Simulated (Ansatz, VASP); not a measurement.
Bi in VASP and in Ansatz

```xyz
1
Lattice="-2.0000 2.0000 2.0000 2.0000 -2.0000 2.0000 2.0000 2.0000 -2.0000" Properties=species:S:1:pos:R:3 pbc="T T T"
Bi    0.0000    0.0000    0.0000
```

Alike in both runs: task relaxation of cell and atoms; functional PBE; k mesh 15 × 15 × 15; occupations fermi-dirac, width 0.05 eV; no spin polarisation.

|  | VASP | Ansatz |
| --- | --- | --- |
| version | VASP 6.6.1 | Ansatz 0.2.0 |
| potentials or method | VASP PAW PBE potentials, release 64 (Bi_d) | PAW with Ansatz's default frozen-core files, scalar-relativistic |
| plane-wave cutoff (eV) | 600 | 420 |
| valence electrons in the cell | 15 | 15 |

|  | VASP | Ansatz | Ansatz less VASP |
| --- | --- | --- | --- |
| relaxed volume (Å³/atom) | 31.54 | 31.56 | +0.020 |
| relaxed length of the cell vector where the two differ most in proportion (Å) | 3.447 | 3.448 | +0.0007 |

Neither program's run includes spin-orbit coupling.
